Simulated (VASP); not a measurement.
Wanted: the native input for a VASP 6.6.1 run.

* Task: relaxation of the atoms
* Functional: PBE
* Potentials or basis: VASP PAW PBE potentials, release 64 (Al, N)
* Cutoff: 520 eV
* k mesh: 1 × 1 × 2, shifted
* Occupations: gaussian, width 0.01 eV
* Spin: no spin polarisation
* Dipole correction: no
* Further INCAR settings: LREAL = Auto; ALGO = Normal; EDIFF = 1e-06; ISYM = 0; IBRION = 2; EDIFFG = -0.03; NSW = 100

The structure of AlN (AlN (P6_3mc)) lies in POSCAR:

```
AlN
1.0
    6.2595139100      0.0000000600      0.0000000000
   -3.1297570100      5.4208980300      0.0000000000
    0.0000000000      0.0000000000      5.0174032950
Al N
8 8
Direct
    0.3333333350      0.1666666650      0.4992353700
    0.1666666650      0.3333333350      0.9992353700
    0.3333333350      0.6666666650      0.4992353700
    0.1666666650      0.8333333350      0.9992353700
    0.8333333350      0.1666666650      0.4992353700
    0.6666666650      0.3333333350      0.9992353700
    0.8333333350      0.6666666650      0.4992353700
    0.6666666650      0.8333333350      0.9992353700
    0.3333333350      0.1666666650      0.8807646300
    0.1666666650      0.3333333350      0.3807646300
    0.3333333350      0.6666666650      0.8807646300
    0.1666666650      0.8333333350      0.3807646300
    0.8333333350      0.1666666650      0.8807646300
    0.6666666650      0.3333333350      0.3807646300
    0.8333333350      0.6666666650      0.8807646300
    0.6666666650      0.8333333350      0.3807646300
```

The input as run:

INCAR

```
SYSTEM = AlN
PREC = Accurate ; ENCUT = 520
EDIFF = 1E-6 ; ISMEAR = 0
SIGMA = 0.01 ; LREAL = Auto
LASPH = .True. ; NELM = 60
ALGO = Normal ; ISIF = 2
LWAVE = .False. ; LCHARG = .False.
GGA = PE ; IBRION = 2
NSW = 100 ; EDIFFG = -0.03
ISYM = 0
```

KPOINTS

```
Automatic mesh
0
Gamma
  1 1 2
  0.25 0.25 0.25
```

Potentials or basis: VASP PAW PBE potentials, release 64 (Al, N).

The run is started by

```sh
$ cat potpaw_PBE.64/Al/POTCAR potpaw_PBE.64/N/POTCAR > POTCAR
$ mpirun -np 1 vasp_std > vasp.out
```

Results of the run:

```yaml
Energy_gained_by_relaxing: 0.2 meV/atom
Ionic_steps: 2
Pressure_after_relaxing: -0.6 GPa
Largest_force_after_relaxing: 0.026 eV/Å
Band_gap_on_the_k_mesh: 5.76 eV
```

Caveat: the k points lie up to 1.16 Å⁻¹ apart.

Wall time 2.6 min on 1 thread of Intel(R) Xeon(R) Platinum 8488C (Sapphire Rapids), with other jobs on the host, peak memory 0.31 GiB.
